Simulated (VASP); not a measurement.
# HfB2 (sol) (P6/mmm) in VASP: a series of runs, part 2 of 2

VASP 6.6.1. The steps go on from the part before.

### Step 3. Single point, PBEsol

This run uses another cell than the first one, of 9.73 Å³/atom, 0.987 times its volume.

Contents of INCAR:

```
ALGO     = Normal         # electronic algorithm
EDIFF    = 1E-6           # SCF threshold, eV
ENCUT    = 520            # plane-wave cutoff, eV
GGA      = PS             # functional
ISIF     = 2              # what is computed and relaxed
ISMEAR   = 0              # smearing method
LASPH    = T              # aspherical terms in the spheres
LCHARG   = F              # write CHGCAR
LREAL    = F              # projectors in reciprocal space
LWAVE    = F              # write WAVECAR
NBANDS   = 15             # bands
NELM     = 100            # most SCF steps
PREC     = Accurate       # precision mode
SIGMA    = 0.1            # smearing width, eV
```

Contents of KPOINTS:

```
k-points
0
Gamma
  15 15 12
```

Contents of POSCAR:

```
HfB2
1.0
    3.1272667398      0.0000000000      0.0000000000
   -1.5636333699      2.7082924411      0.0000000000
    0.0000000000      0.0000000000      3.4471809898
Hf B
1 2
Direct
    0.0000000000      0.0000000000      0.0000000000
    0.3333333333      0.6666666667      0.5000000000
    0.6666666667      0.3333333333      0.5000000000
```

Potentials or basis: VASP PAW PBE potentials, release 64 (Hf_pv, B).

Started as:

```console
$ cat potpaw_PBE.64/Hf_pv/POTCAR potpaw_PBE.64/B/POTCAR > POTCAR
$ mpirun -np 1 vasp_std > vasp.out
```

Wall time 41 s (1 thread of Intel Xeon 6975P-C, shared host); peak memory 0.21 GiB.

The run converged. Its results:

- Free energy: -27.8663 eV
- Pressure: -0.1 GPa
- Band gap on the k mesh: zero (band 8 reaches 8.42 eV, above the bottom of band 9 at 7.43 eV)

Stress tensor (GPa, compression positive):
```
-0.16  0.00  0.00
 0.00 -0.16  0.00
 0.00  0.00  0.16
```

Levels at points of the mesh, in eV from the Fermi level:
```tsv
k point	band 5	band 6	band 7	band 8	band 9	band 10	band 11	band 12
(0.00, 0.00, 0.00)	-3.08	-2.98	-2.98	-2.71	4.06	4.06	4.79	4.79
(0.00, 0.00, 0.50)	-8.46	-1.21	-1.21	0.22	0.22	0.97	0.97	2.33
```

Caveat: the PAW data sets were made with another functional, which shifts forces and pressure a little; spin-orbit coupling is left out, which moves the levels of the heavy elements.

### Step 4. Single point, PBEsol

This run uses another cell than the first one, of 9.73 Å³/atom, 0.987 times its volume.

Contents of INCAR:

```
SYSTEM = HfB2
  PREC = Accurate
  ENCUT = 520
  EDIFF = 1E-6
  ISMEAR = -1
  SIGMA = 0.15
  LREAL = .FALSE.
  LASPH = .TRUE.
  NELM = 60
  ALGO = Normal
  ISIF = 2
  LWAVE = .FALSE.
  LCHARG = .FALSE.
  GGA = PS
  NBANDS = 15
```

Contents of KPOINTS:

```
Automatic mesh
0
G
  15 15 12
  0 0 0
```

Contents of POSCAR:

```
HfB2
1.0
    3.1279254222      0.0000000000      0.0000000000
   -1.5639627111      2.7088628768      0.0000000000
    0.0000000000      0.0000000000      3.4460553930
Hf B
1 2
Direct
    0.0000000000      0.0000000000      0.0000000000
    0.3333333333      0.6666666667      0.5000000000
    0.6666666667      0.3333333333      0.5000000000
```

Started as:

```console
$ cat potpaw_PBE.64/Hf_pv/POTCAR potpaw_PBE.64/B/POTCAR > POTCAR
$ mpirun -np 1 vasp_std > vasp.out
```

It took 36 s on 1 thread of Intel Xeon 6975P-C, shared host; peak memory 0.21 GiB.

The run converged. Its results:

| Item | Value |
| --- | --- |
| Free energy | -27.8748 eV |
| Pressure | 0.0 GPa |
| Band gap on the k mesh | zero (band 8 reaches 8.42 eV, above the bottom of band 9 at 7.43 eV) |

Stress tensor (GPa, compression positive):
```
-0.14  0.00  0.00
 0.00 -0.14  0.00
 0.00  0.00  0.19
```

Levels at points of the mesh, in eV from the Fermi level:
```csv
k point,band 4,band 5,band 6,band 7,band 8,band 9,band 10,band 11,band 12,band 13
"(0.00, 0.00, 0.00)",-13.81,-3.05,-2.96,-2.96,-2.69,4.08,4.08,4.82,4.82,5.04
"(0.00, 0.00, 0.50)",-11.27,-8.43,-1.19,-1.19,0.24,0.24,0.99,0.99,2.37,5.11
```

Caveat: the PAW data sets were made with another functional, which shifts forces and pressure a little; spin-orbit coupling is left out, which moves the levels of the heavy elements.

### Step 5. Relaxation of cell and atoms, PBEsol

This run uses another cell than the first one, of 9.73 Å³/atom, 0.987 times its volume.

Contents of INCAR:

```
  PREC = Accurate
  ENCUT = 600
  EDIFF = 1E-6
  ISMEAR = -1
  SIGMA = 0.15
  LREAL = False
  LASPH = True
  NELM = 100
  ALGO = Normal
  ISIF = 3
  LWAVE = False
  LCHARG = False
  GGA = PS
  IBRION = 2
  NSW = 80
  EDIFFG = -0.001
```

Contents of KPOINTS:

```
regular mesh
0
Gamma
  15 15 12
```

Contents of POSCAR:

```
HfB2
1.0
    3.1272667398      0.0000000000      0.0000000000
   -1.5636333699      2.7082924411      0.0000000000
    0.0000000000      0.0000000000      3.4471809898
Hf B
1 2
Direct
    0.0000000000      0.0000000000      0.0000000000
    0.3333333333      0.6666666667      0.5000000000
    0.6666666667      0.3333333333      0.5000000000
```

Started as:

```console
$ cat potpaw_PBE.64/Hf_pv/POTCAR potpaw_PBE.64/B/POTCAR > POTCAR
$ mpirun -np 1 vasp_std > vasp.out
```

Wall time 4.8 min (1 thread of Intel Xeon 6975P-C, shared host); peak memory 0.24 GiB.

Results (log left out):

| Property | Result |
| --- | --- |
| Free energy | -27.8769 eV |
| Energy gained by relaxing | 0.0 meV/atom |
| Ionic steps | 23 |
| Pressure after relaxing | 0.0 GPa |
| Band gap on the k mesh | zero (band 8 reaches 8.43 eV, above the bottom of band 9 at 7.43 eV) |

Final structure:
```
Hf B
1.0
     3.12691    0.00000    0.00000
    -1.56345    2.70798    0.00000
     0.00000    0.00000    3.44801
Hf B
1 2
Direct
  0.00000 0.00000 0.00000
  0.33333 0.66667 0.50000
  0.66667 0.33333 0.50000
```

Levels at points of the mesh, in eV from the Fermi level:
| k point | band 6 | band 7 | band 8 | band 9 | band 10 | band 11 |
| --- | --- | --- | --- | --- | --- | --- |
| (0.00, 0.00, 0.00) | -2.96 | -2.96 | -2.69 | 4.08 | 4.08 | 4.81 |
| (0.00, 0.00, 0.50) | -1.18 | -1.18 | 0.25 | 0.25 | 0.99 | 0.99 |

Caveat: the PAW data sets were made with another functional, which shifts forces and pressure a little; spin-orbit coupling is left out, which moves the levels of the heavy elements.

### Step 6. Relaxation of cell and atoms, PBEsol

Contents of INCAR:

```
SYSTEM = HfB2
ALGO = Normal
EDIFF = 1E-6
EDIFFG = -0.002
ENCUT = 600
GGA = PS
IBRION = 2
ISIF = 3
ISMEAR = 0
LASPH = .TRUE.
LCHARG = .FALSE.
LREAL = .FALSE.
LWAVE = .FALSE.
NELM = 60
NSW = 100
PREC = Accurate
SIGMA = 0.1
```

Contents of KPOINTS:

```
k-points
0
G
  15 15 12
  0 0 0
```

Contents of POSCAR:

```
HfB2
1.0
    3.1326790800      0.0000000000      0.0000000000
   -1.5663395400      2.7129796700      0.0000000000
    0.0000000000      0.0000000000      3.4792139900
Hf B
1 2
Direct
    0.0000000000      0.0000000000      0.0000000000
    0.3333333300      0.6666666700      0.5000000000
    0.6666666700      0.3333333300      0.5000000000
```

Potentials or basis: VASP PAW PBE potentials, release 64 (Hf_pv, B).

Started as:

```console
$ cat potpaw_PBE.64/Hf_pv/POTCAR potpaw_PBE.64/B/POTCAR > POTCAR
$ mpirun -np 1 vasp_std > vasp.out
```

It took 2.3 min on 1 thread of Intel Xeon 6975P-C, shared host; peak memory 0.24 GiB.

The run converged. Its results:

- Free energy: -27.8685 eV
- Relaxed volume: 9.73 Å³/atom
- Relaxed cell: a = 3.126 Å, b = 3.126 Å, c = 3.449 Å, α = 90.00°, β = 90.00°, γ = 120.00°
- Space group after relaxing (to 0.05 Å): P6/mmm (No. 191)
- Energy gained by relaxing: 1.6 meV/atom
- Ionic steps: 4
- Pressure after relaxing: 0.0 GPa
- Band gap on the k mesh: zero (band 8 reaches 8.43 eV, above the bottom of band 9 at 7.43 eV)

Step by step:
| step | energy change (eV) | largest force (eV/Å) | pressure (GPa) | volume (Å³) |
| --- | --- | --- | --- | --- |
| 1 | 0.0000 | 0.0000 | -3.23 | 29.57 |
| 2 | 0.0015 | 0.0000 | 4.44 | 28.73 |
| 3 | -0.0044 | 0.0000 | 0.20 | 29.17 |
| 4 | -0.0047 | 0.0000 | 0.01 | 29.19 |

Final structure:
```yaml
crystal:
  lattice:
    - [3.12626, 0.00000, 0.00000]
    - [-1.56313, 2.70742, 0.00000]
    - [0.00000, 0.00000, 3.44857]
  atoms:
    - { symbol: Hf, position: [0.00000, 0.00000, 0.00000] }
    - { symbol: B, position: [0.33333, 0.66667, 0.50000] }
    - { symbol: B, position: [0.66667, 0.33333, 0.50000] }
```

Levels at points of the mesh, in eV from the Fermi level:
| k point | band 4 | band 5 | band 6 | band 7 | band 8 | band 9 | band 10 | band 11 | band 12 |
| --- | --- | --- | --- | --- | --- | --- | --- | --- | --- |
| (0.00, 0.00, 0.00) | -13.84 | -3.08 | -2.98 | -2.98 | -2.72 | 4.06 | 4.06 | 4.79 | 4.79 |
| (0.00, 0.00, 0.50) | -11.30 | -8.46 | -1.20 | -1.20 | 0.23 | 0.23 | 0.97 | 0.97 | 2.32 |

Caveat: the PAW data sets were made with another functional, which shifts forces and pressure a little; spin-orbit coupling is left out, which moves the levels of the heavy elements.

### Step 7. Overview

| task | cell | k mesh | cutoff (eV) | smearing | gap on the mesh (eV) | pressure (GPa) | relaxed volume (Å³/atom) |
| --- | --- | --- | --- | --- | --- | --- | --- |
| single point | a = 3.133, b = 3.133, c = 3.479 Å, angles 90.0, 90.0, 120.0°, 3 atoms | 6 × 6 × 6 | 520 | gaussian 0.1 eV | none | -3.0 | - |
| single point | a = 3.127, b = 3.127, c = 3.447 Å, angles 90.0, 90.0, 120.0°, 3 atoms | 15 × 15 × 12 | 520 | gaussian 0.1 eV | none | -0.1 | - |
| single point | a = 3.128, b = 3.128, c = 3.446 Å, angles 90.0, 90.0, 120.0°, 3 atoms | 15 × 15 × 12 | 520 | fermi-dirac 0.15 eV | none | 0.0 | - |
| relaxation of cell and atoms | relaxed from a = 3.127, b = 3.127, c = 3.447 Å, angles 90.0, 90.0, 120.0°, 3 atoms | 15 × 15 × 12 | 600 | fermi-dirac 0.15 eV | none | 0.0 | 9.73 |
| relaxation of cell and atoms | relaxed from a = 3.133, b = 3.133, c = 3.479 Å, angles 90.0, 90.0, 120.0°, 3 atoms | 15 × 15 × 12 | 600 | gaussian 0.1 eV | none | 0.0 | 9.73 |

Alike in all rows: level PBEsol; potentials or basis VASP PAW PBE potentials, release 64 (Hf_pv, B); no spin polarisation.

Caveats: some runs use coarse meshes; the PAW data sets were made with another functional, which shifts forces and pressure a little; spin-orbit coupling is left out, which moves the levels of the heavy elements.

Absolute energies hang on the potentials; compare differences alone.
